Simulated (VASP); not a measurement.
Write the native input for VASP 6.6.1 that does the following.

| Item | Value |
| --- | --- |
| Task | single point |
| Functional | PBE |
| Dispersion | D3(BJ) |
| Potentials or basis | VASP PAW PBE potentials, release 64 (Sb) |
| Cutoff | 520 eV |
| k mesh | 12 × 12 × 12 |
| Occupations | fermi-dirac, width 0.05 eV |
| Spin | no spin polarisation |
| Dipole correction | no |
| Further INCAR settings | ALGO = Normal; EDIFF = 1e-06; NBANDS = 8 |

The structure of Sb lies in POSCAR:

```
Sb
1.0
   -1.5893259115      1.5893259115      2.6017691270
    1.5893259115     -1.5893259115      2.6017691270
    1.5893259115      1.5893259115     -2.6017691270
Sb
1
Direct
    0.0000000000      0.0000000000      0.0000000000
```

These files were run (other wordings do the same):

INCAR

```
SYSTEM = Sb
PREC = Accurate
ENCUT = 520
EDIFF = 1E-6
ISMEAR = -1
SIGMA = 0.05
LREAL = .FALSE.
LASPH = .TRUE.
NELM = 100
ALGO = Normal
ISIF = 2
LWAVE = .FALSE.
LCHARG = .FALSE.
GGA = PE
IVDW = 12
NBANDS = 8
```

KPOINTS

```
regular mesh
0
G
  12 12 12
  0 0 0
```

Potentials or basis: VASP PAW PBE potentials, release 64 (Sb).

Launch:

```bash
$ cat potpaw_PBE.64/Sb/POTCAR > POTCAR
$ mpirun -np 1 vasp_std > vasp.out
```

Results of the run:

```yaml
Pressure: -0.1 GPa
Dispersion_energy_per_atom: -0.538 eV
```

Caveat: pairwise dispersion overbinds metals, which lowers pressure and volume.

Run time: 22 s on 1 thread of AMD EPYC 9R45 (Zen 5), with other jobs on the host, peak memory 0.15 GiB.
